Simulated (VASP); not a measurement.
Input of a VASP 6.6.1 run:

File POSCAR:

```
TiO2
1.0
    5.1491190800      0.0000000000      0.0000000000
    0.0000000000      9.1942033000      0.0000000000
    0.0000000000      0.0000000000      5.4591221900
Ti O
8 16
Direct
    0.1379105100      0.3710305100      0.4025823800
    0.6379105100      0.1289694900      0.5974176200
    0.3620894900      0.6289694900      0.9025823800
    0.8620894900      0.8710305100      0.0974176200
    0.8620894900      0.6289694900      0.5974176200
    0.3620894900      0.8710305100      0.4025823800
    0.6379105100      0.3710305100      0.0974176200
    0.1379105100      0.1289694900      0.9025823800
    0.4647101200      0.2697099600      0.3899939800
    0.9647101200      0.2302900400      0.6100060200
    0.0352898800      0.7302900400      0.8899939800
    0.5352898800      0.7697099600      0.1100060200
    0.5352898800      0.7302900400      0.6100060200
    0.0352898800      0.7697099600      0.3899939800
    0.9647101200      0.2697099600      0.1100060200
    0.4647101200      0.2302900400      0.8899939800
    0.8166313300      0.0104794700      0.8511885900
    0.3166313300      0.4895205300      0.1488114100
    0.6833686700      0.9895205300      0.3511885900
    0.1833686700      0.5104794700      0.6488114100
    0.1833686700      0.9895205300      0.1488114100
    0.6833686700      0.5104794700      0.8511885900
    0.3166313300      0.0104794700      0.6488114100
    0.8166313300      0.4895205300      0.3511885900
```

INCAR.step1

```
ALGO = Normal
EDIFF = 1E-4
ENCUT = 520
GGA = PE
ISMEAR = -1
LASPH = T
LCHARG = F
LREAL = Auto
LWAVE = T
NBANDS = 114
NELM = 100
PREC = Accurate
SIGMA = 0.02
```

INCAR.step2

```
ALGO = Normal
EDIFF = 1E-8
ENCUT = 520
ISIF = 2
ISMEAR = -1
ISTART = 1
LASPH = T
LCHARG = F
LEFG = T
LMIXTAU = T
LREAL = Auto
LWAVE = F
METAGGA = R2SCAN
NBANDS = 114
NELM = 100
PREC = Accurate
SIGMA = 0.02
```

File KPOINTS:

```
k-points
0
Gamma
  5 3 5
```

Potentials or basis: VASP PAW PBE potentials, release 64 (Ti_sv, O).

The run is started by

```bash
$ cat potpaw_PBE.64/Ti_sv/POTCAR potpaw_PBE.64/O/POTCAR > POTCAR
$ cp INCAR.step1 INCAR
$ mpirun -np 1 vasp_std > vasp.out
$ cp INCAR.step2 INCAR
$ mpirun -np 1 vasp_std > vasp.out
```

Task: Estimate the pressure.

Result: 0.0 GPa.

Task: What does it give for the band gap on the k mesh?

Result: 2.68 eV, direct.

Task: Predict the largest force.

Result: 0.022 eV/Å.

Electric field gradients, principal values (V/Å²):
```
atom   least   middle  greatest (by size)
1 Ti   0.316   16.531             -16.847
2 Ti   0.316   16.531             -16.847
3 Ti   0.316   16.531             -16.847
4 Ti   0.316   16.531             -16.847
5 Ti   0.316   16.531             -16.847
6 Ti   0.316   16.531             -16.847
7 Ti   0.316   16.531             -16.847
8 Ti   0.316   16.531             -16.847
 9 O   2.163   21.913             -24.076
10 O   2.163   21.913             -24.076
11 O   2.163   21.913             -24.076
12 O   2.163   21.913             -24.076
13 O   2.163   21.913             -24.076
14 O   2.163   21.913             -24.076
15 O   2.163   21.913             -24.076
16 O   2.163   21.913             -24.076
17 O  -0.577  -19.511              20.088
18 O  -0.577  -19.511              20.088
19 O  -0.577  -19.511              20.088
20 O  -0.577  -19.511              20.088
21 O  -0.577  -19.511              20.088
22 O  -0.577  -19.511              20.088
23 O  -0.577  -19.511              20.088
24 O  -0.577  -19.511              20.088
```

Caveat: without QUAD_EFG the Cq values of the log hold for a quadrupole moment of 1 mb, not for the nuclei; the PAW data sets were made with another functional, which shifts forces and pressure a little. r2SCAN opens gaps a little over a GGA but as a rule still falls short of measured ones.
